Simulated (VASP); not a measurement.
Wanted: the native input for a VASP 6.6.1 run.

* Task: single point
* Functional: r2SCAN
* Potentials or basis: VASP PAW PBE potentials, release 64 (C, H)
* Cutoff: 520 eV
* k mesh: 5 × 10 × 1
* Occupations: gaussian, width 0.05 eV
* Spin: no spin polarisation
* Dipole correction: yes
* Further INCAR settings: LREAL = Auto; ALGO = Normal; EDIFF = 1e-06; NBANDS = 50

HC4, a slab with vacuum:

```
C H
1.0
     5.03500    0.00000    0.00000
     0.00000    2.51750    0.00000
     0.00000    0.00000   19.73290
C H
16 4
Direct
  0.50000 0.50000 0.23577
  0.00000 0.50000 0.23577
  0.50000 0.00000 0.28087
  0.00000 0.00000 0.28087
  0.75000 0.00000 0.32598
  0.25000 0.00000 0.32598
  0.75000 0.50000 0.37109
  0.25000 0.50000 0.37109
  0.99569 0.50000 0.41841
  0.50202 0.50000 0.41071
  0.99375 0.00000 0.46505
  0.50565 0.00000 0.45158
  0.26059 0.00000 0.50153
  0.72668 0.00000 0.50714
  0.36277 0.50000 0.52843
  0.63065 0.50000 0.54322
  0.64291 0.50000 0.19825
  0.35709 0.50000 0.19825
  0.14236 0.50000 0.19806
  0.85764 0.50000 0.19806
```

The input as run:

POSCAR

```
HC4
1.0
    5.0350011261      0.0000000000      0.0000000000
    0.0000000000      2.5175005631      0.0000000000
    0.0000000000      0.0000000000     19.7329018234
C H
16 4
Direct
    0.5000000000      0.5000000000      0.2357689632
    0.0000000000      0.5000000000      0.2357689632
    0.5000000000      0.0000000000      0.2808748918
    0.0000000000      0.0000000000      0.2808748918
    0.7500000000      0.0000000000      0.3259808203
    0.2500000000      0.0000000000      0.3259808203
    0.7500000000      0.5000000000      0.3710867489
    0.2500000000      0.5000000000      0.3710867489
   -0.0043100572      0.5000000000      0.4184069515
    0.5020153626      0.5000000000      0.4107090071
   -0.0062465727      0.0000000000      0.4650494450
    0.5056485455      0.0000000000      0.4515841181
    0.2605859031      0.0000000000      0.5015282149
    0.7266759275      0.0000000000      0.5071355890
    0.3627713354      0.5000000000      0.5284264979
    0.6306523211      0.5000000000      0.5432241188
    0.6429144453      0.5000000000      0.1982508924
    0.3570855547      0.5000000000      0.1982508924
    0.1423584706      0.5000000000      0.1980631397
   -0.1423584706      0.5000000000      0.1980631397
```

INCAR.step1

```
PREC = Accurate
ENCUT = 520
ISMEAR = 0
SIGMA = 0.05
LREAL = Auto
LASPH = T
NELM = 100
LDIPOL = T
IDIPOL = 3
DIPOL = 0.5 0.5 0.352
NBANDS = 50
GGA = PE
ALGO = Normal
EDIFF = 1E-4
LWAVE = T
LCHARG = F
```

INCAR.step2

```
PREC = Accurate
ENCUT = 520
EDIFF = 1E-6
ISMEAR = 0
SIGMA = 0.05
LREAL = Auto
LASPH = T
NELM = 100
ALGO = Normal
ISIF = 2
LWAVE = F
LCHARG = F
LDIPOL = T
IDIPOL = 3
DIPOL = 0.5 0.5 0.352
METAGGA = R2SCAN
LMIXTAU = T
NBANDS = 50
ISTART = 1
```

KPOINTS

```
Automatic mesh
0
Gamma
  5 10 1
```

Potentials or basis: VASP PAW PBE potentials, release 64 (C, H).

Launch:

```bash
$ cat potpaw_PBE.64/C/POTCAR potpaw_PBE.64/H/POTCAR > POTCAR
$ cp INCAR.step1 INCAR
$ mpirun -np 1 vasp_std > vasp.out
$ cp INCAR.step2 INCAR
$ mpirun -np 1 vasp_std > vasp.out
```

It gave:

The largest force is 4.594 eV/Å and the band gap on the k mesh is 1.49 eV (least direct gap 1.69 eV).

Caveat: the PAW data sets were made with another functional, which shifts forces and pressure a little.

Run time: 30 min on 1 thread of Intel Xeon 8259CL, with other jobs on the host, peak memory 0.43 GiB.
